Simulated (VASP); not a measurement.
A run of VASP 6.6.1 is set up as follows.

File INCAR:

```
ALGO = Normal ; EDIFF = 1E-6
ENCUT = 520 ; GGA = PE
ISIF = 2 ; ISMEAR = -1
LASPH = T ; LCHARG = F
LREAL = F ; LWAVE = F
NBANDS = 22 ; NELM = 60
PREC = Accurate ; SIGMA = 0.1
```

File KPOINTS:

```
k-points
0
Gamma
  7 7 4
```

File POSCAR:

```
Bi
1.0
    3.4135948425      0.0000000000      0.0000000000
   -1.7067974212      2.9562598518      0.0000000000
    0.0000000000      0.0000000000      5.4700282064
Bi
2
Direct
    0.3333333333      0.6666666667      0.2500000000
    0.6666666667      0.3333333333      0.7500000000
```

Potentials or basis: VASP PAW PBE potentials, release 64 (Bi_d).

Command:

```console
$ cat potpaw_PBE.64/Bi_d/POTCAR > POTCAR
$ mpirun -np 1 vasp_std > vasp.out
```

(1) What does it give for the band gap on the k mesh?

(2) Estimate the pressure.

Answers

(1) zero (band 15 reaches 14.16 eV, above the bottom of band 16 at 6.99 eV).

(2) 9.9 GPa.

Caveat: spin-orbit coupling is left out, which moves the levels of the heavy elements.
